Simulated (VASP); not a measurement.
# H8C3S2 in VASP: notebook

The runs below take H8C3S2 through single point, with PBE+D3(BJ).

Everything below comes from runs of VASP 6.6.1. Logs are shortened: lines on timing, memory, paths and dates and some standing lists are left out, and cuts for length are marked.

## 1. The cell of the first run

The cell holds an amorphous packing of atoms, 39 atoms: a = 8.482 Å, b = 8.482 Å, c = 8.482 Å, α = 90.00°, β = 90.00°, γ = 90.00°.

## 2. Single point, PBE+D3(BJ)

INCAR reads:

```
SYSTEM = H8C3S2
PREC = Accurate
ENCUT = 520
EDIFF = 1E-7
ISMEAR = -1
SIGMA = 0.05
LREAL = Auto
LASPH = .TRUE.
NELM = 100
ALGO = Normal
ISIF = 2
LWAVE = .FALSE.
LCHARG = .FALSE.
GGA = PE
IVDW = 12
NBANDS = 73
```

KPOINTS reads:

```
Automatic mesh
0
G
  1 1 1
  0 0 0
```

POSCAR reads:

```
H8C3S2
1.0
    8.4818530000      0.0000000000      0.0000000000
    0.0000000000      8.4818530000      0.0000000000
    0.0000000000      0.0000000000      8.4818530000
S C H
6 9 24
Direct
   -0.1158364198      0.5655695484      0.0156066551
    0.1165670495      0.2968500511     -0.0786256433
    0.3707058720      1.0340183635      0.6051149058
    0.1410016701      0.8569576488      0.8319789878
    0.6173979639      0.2067751235      0.9346509250
    0.4517918658      0.5278588274      0.8633835907
    0.0006608700      0.4305772921     -0.0305013634
    0.2554417695      0.9447826102      0.7175362698
    0.5354679590      0.3675060662      0.8984243763
    0.3661377016      0.9027893843      0.1910583640
    0.8712580229      0.2300525607      0.5520673919
    0.0680575973      0.6192475559      0.4797834923
    0.8795935591      0.9865297990      0.1997585838
    0.3906909352      0.3696084273      0.3076895293
    0.6368755616      0.6784276196      0.4671934360
    0.3674042912      0.7916057114      0.1254083375
    0.4872174691      0.9418003648      0.2130398138
    0.3056067667      0.8850882781      0.3037361129
    0.3035265114      0.9924512161      0.1224890888
    0.8532860555      0.1206204062      0.6188418530
    0.9848788591      0.2245423883      0.4897547435
    0.8718711630      0.3307929071      0.6334260003
    0.7753450912      0.2443779578      0.4664606522
   -0.0335944713      0.6323028999      0.5584339134
    0.0370544658      0.5420330575      0.3794329557
    0.1667759566      0.5664097552      0.5460791710
    0.1018954554      0.7365709919      0.4350426062
    1.0080104190      0.9753423792      0.2045315917
    0.8479896195      1.1111325720      0.1874888991
    0.8280036750      0.9393742437      0.3082025382
    0.8345160640      0.9204412796      0.0982458175
    0.3880949709      0.3805418013      0.4364262292
    0.3436398915      0.2541525033      0.2729472036
    0.5126707246      0.3813637496      0.2661991390
    0.3182815272      0.4631462763      0.2549269052
    0.6877310096      0.7779143657      0.5324943149
    0.6645553167      0.5679687239      0.5283602081
    0.6874007182      0.6748592720      0.3484340695
    0.5087326722      0.6928637210      0.4594634343
```

Potentials or basis: VASP PAW PBE potentials, release 64 (S, C, H).

On the command line:

```sh
> cat potpaw_PBE.64/S/POTCAR potpaw_PBE.64/C/POTCAR potpaw_PBE.64/H/POTCAR > POTCAR
> mpirun -np 1 vasp_gam > vasp.out
```

OUTCAR:

```text
SYSTEM = H8C3S2
   PREC = Accurate
   ENCUT = 520
   EDIFF = 1E-7
   ISMEAR = -1
   LREAL = Auto
   LASPH = .TRUE.
   NELM = 100
   ISIF = 2
   GGA = PE
   IVDW = 12
 IVDW          = 12

 ion  position               nearest neighbor table
   1  0.884  0.566  0.016-   7 1.56
   2  0.117  0.297  0.921-   7 1.56
   3  0.371  0.034  0.605-   8 1.56
   4  0.141  0.857  0.832-   8 1.56
   5  0.617  0.207  0.935-   9 1.56
   6  0.452  0.528  0.863-   9 1.56
   7  0.001  0.431  0.969-   2 1.56   1 1.56
   8  0.255  0.945  0.718-   3 1.56   4 1.56
   9  0.535  0.368  0.898-   5 1.56   6 1.56
  10  0.366  0.903  0.191-  19 1.09  17 1.09  16 1.10  18 1.10
  11  0.871  0.230  0.552-  23 1.10  20 1.10  22 1.10  21 1.10
  12  0.068  0.619  0.480-  24 1.10  27 1.10  26 1.10  25 1.11
  13  0.880  0.987  0.200-  28 1.09  30 1.09  29 1.10  31 1.10
  14  0.391  0.370  0.308-  32 1.10  34 1.10  33 1.10  35 1.10
  15  0.637  0.678  0.467-  38 1.10  39 1.10  37 1.10  36 1.10
  16  0.367  0.792  0.125-  10 1.10
  17  0.487  0.942  0.213-  10 1.09
  18  0.306  0.885  0.304-  10 1.10
  19  0.304  0.992  0.122-  10 1.09
  20  0.853  0.121  0.619-  11 1.10
  21  0.985  0.225  0.490-  11 1.10
[... 16 lines left out ...]
  38  0.687  0.675  0.348-  15 1.10
  39  0.509  0.693  0.459-  15 1.10

  LATTYP: Found a simple cubic cell.
 ALAT       =     8.4818530000

  Lattice vectors:

 A1 = (   8.4818530000,   0.0000000000,   0.0000000000)
 A2 = (   0.0000000000,   8.4818530000,   0.0000000000)
 A3 = (   0.0000000000,   0.0000000000,   8.4818530000)

Analysis of symmetry for initial positions (statically):
=====================================================================
 Subroutine PRICEL returns:
 Original cell was already a primitive cell.

 Routine SETGRP: Setting up the symmetry group for a
 simple cubic supercell.

 Subroutine GETGRP returns: Found  1 space group operations
 (whereof  1 operations were pure point group operations)
 out of a pool of 48 trial point group operations.

The static configuration has the point symmetry C_1 .

Analysis of symmetry for dynamics (positions and initial velocities):
=====================================================================
 Subroutine PRICEL returns:
 Original cell was already a primitive cell.

 Routine SETGRP: Setting up the symmetry group for a
 simple cubic supercell.

 Subroutine GETGRP returns: Found  1 space group operations
 (whereof  1 operations were pure point group operations)
 out of a pool of 48 trial point group operations.

The dynamic configuration has the point symmetry C_1 .

 Subroutine INISYM returns: Found  1 space group operations
 (whereof  1 operations are pure point group operations),
 and found     1 'primitive' translations

----------------------------------------------------------------------------------------

                                     Primitive cell

  volume of cell :     610.2000

  direct lattice vectors                    reciprocal lattice vectors
     8.481853000  0.000000000  0.000000000     0.117898766  0.000000000  0.000000000
     0.000000000  8.481853000  0.000000000     0.000000000  0.117898766  0.000000000
     0.000000000  0.000000000  8.481853000     0.000000000  0.000000000  0.117898766

  length of vectors
     8.481853000  8.481853000  8.481853000     0.117898766  0.117898766  0.117898766

  position of ions in fractional coordinates (direct lattice)
     0.884163580  0.565569548  0.015606655
     0.116567049  0.296850051  0.921374357
     0.370705872  0.034018364  0.605114906
     0.141001670  0.856957649  0.831978988
     0.617397964  0.206775124  0.934650925
     0.451791866  0.527858827  0.863383591
[... 31 lines left out ...]
     0.687400718  0.674859272  0.348434070
     0.508732672  0.692863721  0.459463434

  ion indices of the primitive-cell ions
   primitive index   ion index
                 1           1
                 2           2
                 3           3
                 4           4
                 5           5
                 6           6
[... 47 lines left out ...]
   TEBEG  =    0.0;   TEEND  =   0.0 temperature during run
   PSTRESS=    0.0 pullay stress
   NELECT =      96.0000    total number of electrons
   NUPDOWN=      -1.0000    fix difference up-down
   EMIN   =  10.00;   EMAX   =-10.00  energy-range for DOS
   EFERMI =   0.00;   METHOD = LEGACY
   ISMEAR =    -1;   SIGMA  =   0.05  broadening in eV -4-tet -1-fermi 0-gaus
   EFERMI_NEDOS =   21; number of points for ismear=-14 and -15
   IALGO  =     38    algorithm
   IMIX   =      4    mixing-type and parameters
     AMIX     =   0.40;   BMIX     =  1.00
     AMIX_MAG =   1.60;   BMIX_MAG =  1.00
  volume/ion in A,a.u.               =      15.65       105.59
  Fermi-wavevector in a.u.,A,eV,Ry     =   0.883774  1.670090 10.626916  0.781056
  Thomas-Fermi vector in A             =   2.004585
   LORBIT       =      0    0 simple, 1 ext, 2 COOP (PROOUT), +10 PAW based schemes
   GGA     = PE    functional components
   LHFCALC =     F    Hartree Fock is set to
   AEXX    =    0.0000 exact exchange contribution
   IVDW    =    12    specifies the selected vdW correction
   LEPSILON=     F    determine dielectric tensor
   LRPA    =     F    only Hartree local field effects (RPA)
 non-spin polarized calculation
  energy-cutoff  :      520.00
  volume of cell :      610.20
 maximum number of plane-waves:      8188
 NGX is ok and might be reduce to    64
   NGX = 31   NGY = 31   NGZ = 31

 number of electron      95.9999998 magnetization

 Free energy of the ion-electron system (eV)
  ---------------------------------------------------
  ext. energy  EPLUGINS =         0.00000000
  ---------------------------------------------------
  free energy    TOTEN  =      -194.09639326 eV

  energy without entropy =     -194.09639326  energy(sigma->0) =     -194.09639326

 E-fermi :  -1.6726     XC(G=0):  -6.3339

 val. band max:       -2.9393674425   @ k =   0.0000   0.0000   0.0000
 cond. band min:       0.5911070559   @ k =   0.0000   0.0000   0.0000
 fundamental gap:      3.5304744985
 Fermi energy:        -1.6725542172

 k-point     1 :       0.0000    0.0000    0.0000
  band No.  band energies     occupation
      1     -17.7709      2.00000
      2     -17.7002      2.00000
      3     -17.6397      2.00000
      4     -15.5985      2.00000
      5     -15.5826      2.00000
      6     -15.5264      2.00000
[... 52 lines left out ...]
     59       4.2960      0.00000
     60       4.4912      0.00000
 [bands above 60 left out]

------------------------ aborting loop because EDIFF is reached ----------------------------------------

 Edisp (eV)   -2.02286

 E8    (eV) :    -0.5499

  FORCE on cell =-STRESS in cart. coord.  units (eV):
  Direction    XX          YY          ZZ          XY          YZ          ZX
  --------------------------------------------------------------------------------------
  -------------------------------------------------------------------------------------
  Total      -1.97245    -2.63744    -1.18545     0.62013     0.52246     0.19238
  in kB      -5.17898    -6.92502    -3.11259     1.62825     1.37181     0.50512
  external pressure =       -5.07 kB  Pullay stress =        0.00 kB

 VOLUME and BASIS-vectors are now :
 -----------------------------------------------------------------------------
  energy-cutoff  :      520.00
  volume of cell :      610.20
      direct lattice vectors                 reciprocal lattice vectors
     8.481853000  0.000000000  0.000000000     0.117898766  0.000000000  0.000000000
     0.000000000  8.481853000  0.000000000     0.000000000  0.117898766  0.000000000
     0.000000000  0.000000000  8.481853000     0.000000000  0.000000000  0.117898766

 POSITION                                       TOTAL-FORCE (eV/Angst)
 -----------------------------------------------------------------------------------
      7.49935      4.79708      0.13237         0.133923     -0.141196     -0.068238
      0.98870      2.51784      7.81496        -0.151126      0.135325      0.038159
      3.14427      0.28854      5.13250        -0.203825     -0.162281      0.209138
      1.19596      7.26859      7.05672         0.178881      0.152643     -0.207882
      5.23668      1.75384      7.92757        -0.159391      0.310536     -0.093460
      3.83203      4.47722      7.32309         0.158978     -0.301414      0.062944
[... 31 lines left out ...]
      5.83043      5.72406      2.95537        -0.003954      0.001183     -0.022655
      4.31500      5.87677      3.89710         0.059151     -0.003921      0.000233
 -----------------------------------------------------------------------------------
    total drift:                               -0.000871     -0.010161     -0.022527

  FREE ENERGIE OF THE ION-ELECTRON SYSTEM (eV)
  ---------------------------------------------------
  free  energy   TOTEN  =      -196.1192512706 eV

  energy  without entropy=     -196.1192512706  energy(sigma->0) =     -196.11925127
```

It took 5 min on 1 thread of AMD EPYC 7R13 (Zen 3), shared host; peak memory 0.47 GiB.

What came out:

* Free energy: -196.1193 eV
* Pressure: -0.5 GPa
* Largest force: 0.361 eV/Å
* Band gap on the k mesh: 3.53 eV
* Dispersion energy per atom: -0.052 eV

Forces on the atoms (eV/Å):
```
S    0.134 -0.141 -0.068
S   -0.151  0.135  0.038
S   -0.204 -0.162  0.209
S    0.179  0.153 -0.208
S   -0.159  0.311 -0.093
S    0.159 -0.301  0.063
C   -0.073  0.004  0.011
C    0.031  0.030 -0.016
C    0.074  0.008  0.031
C    0.007 -0.005  0.015
C    0.052  0.026  0.012
C    0.131 -0.080 -0.138
C    0.008  0.009 -0.015
C   -0.024  0.003 -0.038
C   -0.037  0.009  0.055
H    0.007 -0.008 -0.007
H    0.000  0.000  0.002
H    0.004 -0.002  0.005
H    0.002  0.008 -0.013
H    0.018  0.063 -0.018
H   -0.127  0.010  0.054
H   -0.004 -0.102 -0.055
H    0.035 -0.001  0.009
H    0.019 -0.037 -0.049
H    0.054  0.195  0.265
H   -0.178  0.134 -0.157
H   -0.011 -0.222  0.077
H    0.006 -0.003 -0.005
H    0.009  0.000 -0.001
H   -0.008 -0.007  0.018
H    0.001  0.008 -0.005
H   -0.022  0.005 -0.029
H    0.043  0.077  0.018
H   -0.057 -0.029  0.011
H    0.069 -0.079  0.064
H   -0.027 -0.039 -0.016
H   -0.015  0.033 -0.002
H   -0.004  0.001 -0.023
H    0.059 -0.004  0.000
```

Levels at points of the mesh, in eV from the valence-band top:
```tsv
k point	band 44	band 45	band 46	band 47	band 48	band 49	band 50	band 51	band 52	band 53
(0.00, 0.00, 0.00)	-0.36	-0.23	-0.21	-0.17	0.00	3.53	3.61	3.67	3.75	3.77
```

Caveat: the k points lie up to 0.74 Å⁻¹ apart.

[end of part 1 of 2]
